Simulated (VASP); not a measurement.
# Pb (R-3m) in VASP: a series of runs, part 2 of 2

VASP 6.6.1. The steps go on from the part before.

## (3) Electric field gradients, PBE (shortest bond scaled by 0.7)

INCAR reads:

```
SYSTEM = Pb
PREC = Accurate
ENCUT = 520
EDIFF = 1E-8
ISMEAR = -1
SIGMA = 0.05
LREAL = .False.
LASPH = .True.
NELM = 60
ALGO = Normal
ISIF = 2
LWAVE = .False.
LCHARG = .False.
GGA = PE
LEFG = .True.
NBANDS = 21
```

KPOINTS reads:

```
Automatic mesh
0
Gamma
  8 8 8
  0 0 0
```

POSCAR reads:

```
Pb
1.0
    0.0000000000      3.4168854378      3.4168854378
    3.4168854378      0.0000000000      3.4168854378
    3.4168854378      3.4168854378      0.0000000000
Pb
2
Direct
   -0.2375000000     -0.0875000000     -0.0875000000
    0.2375000000      0.0875000000      0.0875000000
```

Potentials or basis: VASP PAW PBE potentials, release 64 (Pb_d).

Started as:

```bash
cat potpaw_PBE.64/Pb_d/POTCAR > POTCAR
mpirun -np 1 vasp_std > vasp.out
```

OUTCAR:

```text
SYSTEM = Pb
   PREC = Accurate
   ENCUT = 520
   EDIFF = 1E-8
   ISMEAR = -1
   LREAL = .False.
   LASPH = .True.
   NELM = 60
   ISIF = 2
   GGA = PE

 ion  position               nearest neighbor table
   1  0.763  0.913  0.913-   2 2.07   2 3.36   2 3.36   2 3.36
   2  0.237  0.087  0.087-   1 2.07   1 3.36   1 3.36   1 3.36

  LATTYP: Found a face centered cubic cell.
 ALAT       =     6.8337708756

  Lattice vectors:

 A1 = (   0.0000000000,   3.4168854378,   3.4168854378)
 A2 = (   3.4168854378,   0.0000000000,   3.4168854378)
 A3 = (   3.4168854378,   3.4168854378,   0.0000000000)

Analysis of symmetry for initial positions (statically):
=====================================================================
 Subroutine PRICEL returns:
 Original cell was already a primitive cell.

 Routine SETGRP: Setting up the symmetry group for a
 face centered cubic supercell.

 Subroutine GETGRP returns: Found 12 space group operations
 (whereof  4 operations were pure point group operations)
 out of a pool of 48 trial point group operations.

The static configuration has the point symmetry C_2h.
 The point group associated with its full space group is D_3d.

Analysis of symmetry for dynamics (positions and initial velocities):
=====================================================================
 Subroutine PRICEL returns:
 Original cell was already a primitive cell.

 Routine SETGRP: Setting up the symmetry group for a
 face centered cubic supercell.

 Subroutine GETGRP returns: Found 12 space group operations
 (whereof  4 operations were pure point group operations)
 out of a pool of 48 trial point group operations.
[... 157 lines left out ...]
  band No.  band energies     occupation
      1     -16.5610      2.00000
      2     -14.7774      2.00000
      3     -14.7774      2.00000
      4     -13.2903      2.00000
      5     -13.2903      2.00000
      6     -12.8353      2.00000
[... 565 lines left out ...]
     20      11.4348      0.00000
     21      13.3211      0.00000

 [... further k-points ...]

------------------------ aborting loop because EDIFF is reached ----------------------------------------

  FORCE on cell =-STRESS in cart. coord.  units (eV):
  Direction    XX          YY          ZZ          XY          YZ          ZX
  --------------------------------------------------------------------------------------
  -------------------------------------------------------------------------------------
  Total       15.1865541     15.1865541     15.1865541    -16.1604585     16.1604585    -16.1604585
  in kB      304.9639987    304.9639987    304.9639987   -324.5211543    324.5211543   -324.5211543
  external PRESSURE =     304.9639987 kB  Pullay stress =       0.0000000 kB

 VOLUME and BASIS-vectors are now :
 -----------------------------------------------------------------------------
  energy-cutoff  :      520.00
  volume of cell :       79.79
      direct lattice vectors                 reciprocal lattice vectors
     0.000000000  3.416885438  3.416885438    -0.146332094  0.146332094  0.146332094
     3.416885438  0.000000000  3.416885438     0.146332094 -0.146332094  0.146332094
     3.416885438  3.416885438  0.000000000     0.146332094  0.146332094 -0.146332094

 POSITION                                       TOTAL-FORCE (eV/Angst)
 -----------------------------------------------------------------------------------
      6.23582      5.72328      5.72328       -13.895590     13.895590     13.895590
      0.59795      1.11049      1.11049        13.895590    -13.895590    -13.895590
 -----------------------------------------------------------------------------------
    total drift:                                0.000000     -0.000000      0.000000

  FREE ENERGIE OF THE ION-ELECTRON SYSTEM (eV)
  ---------------------------------------------------
  free  energy   TOTEN  =        -0.2044727898 eV

  energy  without entropy=       -0.1967126657  energy(sigma->0) =       -0.20059273

 Electric field gradients (V/A^2)
---------------------------------------------------------------------
 ion       V_xx      V_yy      V_zz      V_xy      V_xz      V_yz
---------------------------------------------------------------------
   1       0.001    -0.000    -0.000   274.733   274.733  -274.732
   2       0.001    -0.000    -0.000   274.733   274.733  -274.732
---------------------------------------------------------------------

 Electric field gradients after diagonalization (V/A^2)
 (convention: |V_zz| > |V_xx| > |V_yy|)
----------------------------------------------------------------------
 ion       V_xx      V_yy      V_zz     asymmetry (V_yy - V_xx)/ V_zz
----------------------------------------------------------------------
   1     274.733   274.731  -549.465       0.000
   2     274.733   274.731  -549.465       0.000
----------------------------------------------------------------------

           NMR quadrupolar parameters

 Cq : quadrupolar parameter    Cq=e*Q*V_zz/h
 eta: asymmetry parameters     (V_yy - V_xx)/ V_zz
 Q  : nuclear electric quadrupole moment in mb (millibarn)
----------------------------------------------------------------------
 ion       Cq(MHz)       eta       Q (mb)
----------------------------------------------------------------------
   1      -1.329       0.000       1.000
   2      -1.329       0.000       1.000
----------------------------------------------------------------------
```

stdout:

```text
POSCAR found type information on POSCAR Pb
 POSCAR found :  1 types and       2 ions
 scaLAPACK will be used
 LDA part: xc-table for (Slater+PW92), standard interpolation
 POSCAR, INCAR and KPOINTS ok, starting setup
 FFT: planning ... GRIDC
 FFT: planning ... GRID_SOFT
 FFT: planning ... GRID
 WAVECAR not read
 entering main loop
ion   1

ion   2
```

Wall time 82 s (1 thread of Intel Xeon Platinum 8259CL at 2.50GHz (Skylake/Cascade Lake), shared host); peak memory 0.25 GiB.

Results:

```
Free energy                             : -0.2045 eV
Pressure                                : 30.5 GPa
Largest force                           : 24.068 eV/Å
Band gap on the k mesh                  : zero (bands 14 and 15 overlap by 1.39 eV)
Largest electric field gradient by atom : Pb -549.5 V/Å²
```

Forces in eV/Å, atoms in the order of the input:
```
Pb  -13.896  13.896  13.896
Pb   13.896 -13.896 -13.896
```

Stress tensor (GPa, compression positive):
```
 30.50 -32.45 -32.45
-32.45  30.50  32.45
-32.45  32.45  30.50
```

Levels at points of the mesh, in eV from the Fermi level:
| k point | band 12 | band 13 | band 14 | band 15 | band 16 | band 17 |
| --- | --- | --- | --- | --- | --- | --- |
| (0.00, 0.00, 0.00) | -3.14 | -1.10 | 0.81 | 0.81 | 2.42 | 2.42 |
| (0.50, 0.00, 0.00) | -7.75 | -0.94 | -0.94 | 1.21 | 4.46 | 4.46 |
| (0.00, 0.50, 0.00) | -5.62 | -1.55 | -1.05 | 1.01 | 1.34 | 5.32 |
| (0.50, 0.50, 0.00) | -6.66 | -1.88 | -1.13 | -0.58 | 2.07 | 6.81 |

Electric field gradients, principal values (V/Å²):
```
atom    least   middle  greatest (by size)
1 Pb  274.731  274.733            -549.465
2 Pb  274.731  274.733            -549.465
```

Caveat: the cell differs from its parent crystal (shortest bond scaled by 0.7); the cell stands under pressure; without QUAD_EFG the Cq values of the log hold for a quadrupole moment of 1 mb, not for the nuclei; spin-orbit coupling is left out, which moves the levels of the heavy elements; forces of over 1 eV/Å act on the atoms, so gaps and moduli don't describe the material at rest.

## (4) Electric field gradients, PBE (shortest bond scaled by 0.64)

INCAR reads:

```
PREC = Accurate
ENCUT = 520
EDIFF = 1E-8
ISMEAR = -1
SIGMA = 0.05
LREAL = F
LASPH = T
NELM = 60
ALGO = Normal
ISIF = 2
LWAVE = F
LCHARG = F
GGA = PE
LEFG = T
NBANDS = 21
```

KPOINTS reads:

```
Automatic mesh
0
Gamma
  8 8 8
```

POSCAR reads:

```
Pb
1.0
    0.0000000000      3.4168854378      3.4168854378
    3.4168854378      0.0000000000      3.4168854378
    3.4168854378      3.4168854378      0.0000000000
Pb
2
Direct
   -0.2600000000     -0.0800000000     -0.0800000000
    0.2600000000      0.0800000000      0.0800000000
```

Potentials or basis: VASP PAW PBE potentials, release 64 (Pb_d).

Started as:

```bash
cat potpaw_PBE.64/Pb_d/POTCAR > POTCAR
mpirun -np 1 vasp_std > vasp.out
```

OUTCAR:

```text
PREC = Accurate
   ENCUT = 520
   EDIFF = 1E-8
   ISMEAR = -1
   LREAL = F
   LASPH = T
   NELM = 60
   ISIF = 2
   GGA = PE

 ion  position               nearest neighbor table
   1  0.740  0.920  0.920-   2 1.89   2 3.46   2 3.46   2 3.46
   2  0.260  0.080  0.080-   1 1.89   1 3.46   1 3.46   1 3.46

 -----------------------------------------------------------------------------
|                                                                             |
|           W    W    AA    RRRRR   N    N  II  N    N   GGGG   !!!           |
|           W    W   A  A   R    R  NN   N  II  NN   N  G    G  !!!           |
|           W    W  A    A  R    R  N N  N  II  N N  N  G       !!!           |
[... 810 lines left out ...]

 Electric field gradients (V/A^2)
---------------------------------------------------------------------
 ion       V_xx      V_yy      V_zz      V_xy      V_xz      V_yz
---------------------------------------------------------------------
   1      -0.000     0.000     0.000   237.300   237.300  -237.299
   2      -0.000     0.000     0.000   237.300   237.300  -237.299
---------------------------------------------------------------------

 Electric field gradients after diagonalization (V/A^2)
 (convention: |V_zz| > |V_xx| > |V_yy|)
----------------------------------------------------------------------
 ion       V_xx      V_yy      V_zz     asymmetry (V_yy - V_xx)/ V_zz
----------------------------------------------------------------------
   1     237.300   237.299  -474.599       0.000
   2     237.300   237.299  -474.599       0.000
----------------------------------------------------------------------

           NMR quadrupolar parameters

 Cq : quadrupolar parameter    Cq=e*Q*V_zz/h
 eta: asymmetry parameters     (V_yy - V_xx)/ V_zz
 Q  : nuclear electric quadrupole moment in mb (millibarn)
----------------------------------------------------------------------
 ion       Cq(MHz)       eta       Q (mb)
----------------------------------------------------------------------
   1      -1.148       0.000       1.000
   2      -1.148       0.000       1.000
----------------------------------------------------------------------
```

It took 85 s on 1 thread of Intel Xeon Platinum 8259CL at 2.50GHz (Skylake/Cascade Lake), shared host; peak memory 0.25 GiB.

Results:

- Free energy: 5.5613 eV
- Pressure: 51.6 GPa
- Largest force: 42.305 eV/Å
- Band gap on the k mesh: zero (bands 14 and 15 overlap by 1.15 eV)
- Largest electric field gradient by atom: Pb -474.6 V/Å²

Forces on the atoms (eV/Å):
```
Pb  -24.425  24.425  24.425
Pb   24.425 -24.425 -24.425
```

Electric field gradients, principal values (V/Å²):
| atom | least | middle | greatest (by size) |
| --- | --- | --- | --- |
| 1 Pb | 237.299 | 237.300 | -474.599 |
| 2 Pb | 237.299 | 237.300 | -474.599 |

Caveat: the cell differs from its parent crystal (shortest bond scaled by 0.64); atoms lie so close that the PAW spheres overlap strongly, which falsifies energies and pressures; the cell stands under pressure; without QUAD_EFG the Cq values of the log hold for a quadrupole moment of 1 mb, not for the nuclei; spin-orbit coupling is left out, which moves the levels of the heavy elements; forces of over 1 eV/Å act on the atoms, so gaps and moduli don't describe the material at rest.

## (5) Summary

| cell | gap on the mesh (eV) | pressure (GPa) | largest force (eV/Å) |
| --- | --- | --- | --- |
| as given, shortest bond scaled by 0.82 | none | 9.4 | 6.91 |
| as given, shortest bond scaled by 0.7 | none | 30.5 | 24.07 |
| as given, shortest bond scaled by 0.64 | none | 51.6 | 42.30 |

Some of these runs hold the atoms at other places in the same cell, which the table doesn't show; runs alike in all that it shows share one row.

Alike in all rows: task electric field gradients; level PBE; potentials or basis VASP PAW PBE potentials, release 64 (Pb_d); no spin polarisation; k mesh 8 × 8 × 8; cutoff (eV) 520; smearing fermi-dirac 0.05 eV.

Caveats: the cell stands under pressure; spin-orbit coupling is left out, which moves the levels of the heavy elements; forces of over 1 eV/Å act on the atoms, so gaps and moduli don't describe the material at rest; atoms lie so close that the PAW spheres overlap strongly, which falsifies energies and pressures (at least some runs).

Total energies depend on the potentials used, so only differences within one code and one set of settings carry meaning.
